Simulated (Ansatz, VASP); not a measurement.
# Two plane-wave programs on CaMg

```
Ca Mg
1.0
     3.82625    0.00000    0.00000
     0.00000    3.82625    0.00000
     0.00000    0.00000    3.82625
Ca Mg
1 1
Direct
  0.00428 0.00000 0.00000
  0.49295 0.50000 0.50000
```

Change from the starting cell: mode 4 frozen in at -0.027 Å, equal normal strain along x, y and z -0.0083.

Alike in both runs: task single point; functional LDA; k mesh 12 × 12 × 12; occupations gaussian, width 0.15 eV; no spin polarisation.

|  | VASP | Ansatz |
| --- | --- | --- |
| version | VASP 6.6.1 | Ansatz 0.2.0 |
| potentials or method | VASP PAW LDA potentials, release 64 (Ca_sv, Mg), cutoff 520 eV | scalar-relativistic, plane waves, PAW |
| valence electrons in the cell | 12 | 20 |

|  | VASP | Ansatz | Ansatz less VASP |
| --- | --- | --- | --- |
| gap on the k mesh at the Fermi level (eV) | none | none | - |
| pressure (GPa) | 0.7 | 0.8 | +0.13 |
| rms of the force components (eV/Å) | 0.068 | 0.067 | -0.0012 |

LDA's correlation is that of Perdew and Zunger in VASP and of Perdew and Wang (1992) in Ansatz. Atom by atom the forces differ by 0.001 eV/Å (rms over components). A gap of «none» marks a metal or a gap that the smearing closes. VASP's potentials hold 12 valence electrons a cell and Ansatz's 20, so a difference there can come from the potentials and not from the codes.
